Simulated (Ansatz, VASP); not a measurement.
## One calculation of CaSe, two programs

```xyz
2
Lattice="0.0000 3.2796 3.2796 3.2796 0.0000 3.2796 3.2796 3.2796 0.0000" Properties=species:S:1:pos:R:3 pbc="T T T"
Ca    0.0000    0.0000    0.0000
Se    1.6398    1.6398    1.6398
```

Alike in both runs: task single point; functional r2SCAN; k mesh 4 × 4 × 4; occupations fermi-dirac, width 0.2 eV; no spin polarisation.

|  | VASP | Ansatz |
| --- | --- | --- |
| version | VASP 6.6.1 | Ansatz 0.2.0 |
| potentials or method | VASP PAW PBE potentials, release 64 (Ca_sv, Se) | plane waves |
| plane-wave cutoff (eV) | 520 | 500 |
| valence electrons in the cell | 16 | 26 |

Ansatz gave:

| Property | Result |
| --- | --- |
| pressure (GPa) | 0.0 |

Question: Estimate VASP's values.

Answer: Pressure (GPa): 0.2.

VASP's potentials were made for PBE, not for r2SCAN. VASP's potentials hold 16 valence electrons a cell and Ansatz's 26, so a difference there can come from the potentials and not from the codes.
